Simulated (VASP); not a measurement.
Ti:

```
CELL_PARAMETERS angstrom
2.95000 0.00000 0.00000
-1.47500 2.55477 0.00000
0.00000 0.00000 4.68000
ATOMIC_POSITIONS crystal
Ti 0.33333 0.66667 0.25000
Ti 0.66667 0.33333 0.75000
```

* Program: VASP 6.6.1
* Task: relaxation of cell and atoms
* Functional: PBEsol
* Potentials or basis: VASP PAW PBE potentials, release 64 (Ti_sv)
* Cutoff: 600 eV
* k mesh: 17 × 17 × 9
* Occupations: fermi-dirac, width 0.05 eV
* Spin: no spin polarisation

At the start: pressure -6.0 GPa; volume 17.64 Å³/atom.

Problem. Where does the relaxation end?

Solution. Over 3 steps the energy falls by 18.5 meV/atom and the volume is 16.69 Å³/atom (-5.4 %); space group P6_3/mmc (No. 194, to 0.1 Å) before and after.

Step by step:
```
step  energy change (eV)  largest force (eV/Å)  pressure (GPa)  volume (Å³)
   1              0.0000                0.0000           -5.95        35.27
   2             -0.0159                0.0000            5.20        32.03
   3             -0.0370                0.0000           -0.01        33.37
```

Final structure:
```
Ti
1.0
     2.89760    0.00000    0.00000
    -1.44880    2.50939    0.00000
     0.00000    0.00000    4.58983
Ti
2
Direct
  0.33333 0.66667 0.25000
  0.66667 0.33333 0.75000
```

Caveat: the PAW data sets were made with another functional, which shifts forces and pressure a little.
